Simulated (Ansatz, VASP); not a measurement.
Ag in VASP and in Ansatz

```
CELL_PARAMETERS angstrom
-1.78811 1.78811 1.65565
1.78811 -1.78811 1.65565
1.78811 1.78811 -1.65565
ATOMIC_POSITIONS crystal
Ag 0.00000 0.00000 0.00000
```

Change from the starting cell: strain +0.080 along x and y, +0.000 along z, atoms carried along.

Alike in both runs: task single point; functional PBEsol; k mesh 20 × 20 × 20; occupations gaussian, width 0.15 eV; no spin polarisation.

|  | VASP | Ansatz |
| --- | --- | --- |
| version | VASP 6.6.1 | Ansatz 0.2.0 |
| potentials or method | VASP PAW PBE potentials, release 64 (Ag), cutoff 520 eV | scalar-relativistic, plane waves, PAW |
| valence electrons in the cell | 11 | 19 |

|  | VASP | Ansatz | Ansatz less VASP |
| --- | --- | --- | --- |
| gap on the k mesh at the Fermi level (eV) | none | none | - |
| pressure (GPa) | -13.8 | -13.8 | -0.02 |
| traceless stress, the component that is largest in VASP (GPa) | -0.25 | -0.25 | -0.004 |

VASP's potentials were made for PBE, not for PBEsol. A gap of «none» marks a metal or a gap that the smearing closes. VASP's potentials hold 11 valence electrons a cell and Ansatz's 19, so a difference there can come from the potentials and not from the codes.
